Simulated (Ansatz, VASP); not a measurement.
One calculation of MgS, two programs

```
CELL_PARAMETERS angstrom
1.72068 -2.54870 0.00000
1.72068 2.54870 0.00000
0.00000 0.00000 4.58978
ATOMIC_POSITIONS crystal
Mg 0.50000 0.50000 0.50000
S 0.00000 0.00000 0.00000
```

Change from the starting cell: species swapped into the TiMo type (Cmmm, No. 65).

Alike in both runs: task single point; functional PBE; k mesh 6 × 6 × 4; occupations gaussian, width 0.1 eV; no spin polarisation.

|  | VASP | Ansatz |
| --- | --- | --- |
| version | VASP 6.6.1 | Ansatz 0.2.0 |
| potentials or method | VASP PAW PBE potentials, release 64 (Mg, S), cutoff 520 eV | scalar-relativistic, plane waves, PAW |
| valence electrons in the cell | 8 | 16 |

```csv
,VASP,Ansatz,Ansatz less VASP
gap on the k mesh at the Fermi level (eV),none,none,-
pressure (GPa),-3.8,-3.7,+0.16
"traceless stress, the component that is largest in VASP (GPa)",-16.06,-16.07,-0.011
```

A gap of «none» marks a metal or a gap that the smearing closes. With one functional, cell and mesh, what is left measures potentials, basis and numerics. VASP's potentials hold 8 valence electrons a cell and Ansatz's 16, so a difference there can come from the potentials and not from the codes.

The k mesh is coarse, so the values compare programs but aren't converged.
